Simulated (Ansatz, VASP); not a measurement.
**MgO in VASP and in Ansatz**

```
Mg O
1.0
     0.00000    2.12722    2.12722
     2.12722    0.00000    2.12722
     2.12722    2.12722    0.00000
Mg O
1 1
Direct
  0.99335 0.00665 0.01996
  0.51011 0.48989 0.46968
```

Change from the starting cell: mode 4 frozen in at -0.086 Å and mode 5 at -0.043 Å (largest displacements).

Alike in both runs: task single point; functional PBE; k mesh 10 × 10 × 10; occupations gaussian, width 0.05 eV; no spin polarisation.

|  | VASP | Ansatz |
| --- | --- | --- |
| version | VASP 6.6.1 | Ansatz 0.2.0 |
| potentials or method | VASP PAW PBE potentials, release 64 (Mg, O), cutoff 520 eV | scalar-relativistic, plane waves, PAW |
| valence electrons in the cell | 8 | 16 |

|  | VASP | Ansatz | Ansatz less VASP |
| --- | --- | --- | --- |
| gap on the k mesh at the Fermi level (eV) | 4.43 | 4.45 | +0.020 |
| least direct gap on the mesh (eV) | 4.43 | 4.45 | +0.020 |
| pressure (GPa) | 1.4 | 2.2 | +0.79 |
| traceless stress, the component that is largest in VASP (GPa) | 3.90 | 3.85 | -0.057 |
| rms of the force components (eV/Å) | 0.483 | 0.477 | -0.0058 |

Atom by atom the forces differ by 0.006 eV/Å (rms over components). VASP's potentials hold 8 valence electrons a cell and Ansatz's 16, so a difference there can come from the potentials and not from the codes.
